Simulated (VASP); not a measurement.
**TiO2: single point with PBE+U**

Crystal: TiO2.

```xyz
6
Lattice="-1.9089 1.9089 4.8884 1.9089 -1.9089 4.8884 1.9089 1.9089 -4.8884" Properties=species:S:1:pos:R:3 pbc="T T T"
Ti    0.0000    0.0000    0.0000
Ti    0.0000    1.9089    2.4442
O    -0.0346   -0.0346    1.9723
O     0.0000    1.9089    4.4511
O     0.0000    1.9089    0.4372
O     0.0000    0.0000    7.7698
```

This cell differs from its parent crystal: atom 3 (O) moved -0.060 Å along Cartesian [1 1 1].

```json
{"Program": "VASP 6.6.1", "Task": "single point", "Functional": "PBE", "Potentials or basis": "VASP PAW PBE potentials, release 64 (Ti_sv, O)", "Cutoff": "520 eV", "k mesh": "8 × 8 × 8", "Occupations": "gaussian, width 0.05 eV", "Spin": "no spin polarisation", "Hubbard terms": "Ti d U = 4.0 eV"}
```

```json
{
  "Pressure": "4.8 GPa",
  "Largest force": "0.887 eV/Å",
  "Band gap on the k mesh": "2.72 eV (least direct gap 2.96 eV)"
}
```

Forces in eV/Å, atoms in the order of the input:
```
Ti  -0.022 -0.018 -0.133
Ti  -0.025 -0.213 -0.081
O    0.113  0.609  0.634
O   -0.015 -0.012  0.059
O    0.047 -0.269 -0.227
O   -0.098 -0.097 -0.252
```

Stress tensor (GPa, compression positive):
```
 4.49 -0.02 -0.16
-0.02  4.67  0.53
-0.16  0.53  5.15
```

Levels at points of the mesh, in eV from the valence-band top:
| k point | band 22 | band 23 | band 24 | band 25 | band 26 | band 27 |
| --- | --- | --- | --- | --- | --- | --- |
| (0.00, 0.00, 0.00) | -0.67 | -0.35 | -0.34 | 2.72 | 3.40 | 4.43 |
| (0.50, 0.00, 0.00) | -0.84 | -0.80 | -0.61 | 3.69 | 3.83 | 4.00 |
| (0.00, 0.50, 0.00) | -0.80 | -0.78 | -0.62 | 3.75 | 3.92 | 4.02 |
| (0.00, 0.50, 0.50) | -0.84 | -0.80 | -0.67 | 3.71 | 3.87 | 3.99 |
| (0.50, 0.00, 0.50) | -0.80 | -0.78 | -0.64 | 3.72 | 3.93 | 4.06 |
| (0.50, 0.50, 0.00) | -1.84 | -0.08 | -0.02 | 3.67 | 3.76 | 4.10 |
| (0.00, 0.00, 0.50) | -1.79 | -0.08 | -0.01 | 3.68 | 3.76 | 4.09 |
| (0.50, 0.50, 0.50) | -1.15 | -0.06 | -0.05 | 3.02 | 3.08 | 4.26 |

Eigenvalues of the final occupation matrices:
| site | spin | trace | eigenvalues |
| --- | --- | --- | --- |
| site 1 d | 1 | 0.80 | 0.10 0.10 0.10 0.24 0.25 |
| site 1 d | 2 | 0.80 | 0.10 0.10 0.10 0.24 0.25 |
| site 2 d | 1 | 0.79 | 0.10 0.10 0.10 0.24 0.25 |
| site 2 d | 2 | 0.79 | 0.10 0.10 0.10 0.24 0.25 |

Wall time 25 min on 1 thread of Oxide Virtual Turin-like Processor, on a shared host, peak memory 0.57 GiB.

Caveat: the cell differs from its parent crystal (atom 3 (O) moved -0.060 Å along Cartesian [1 1 1]); the cell stands under pressure. A k mesh can miss the band edges.
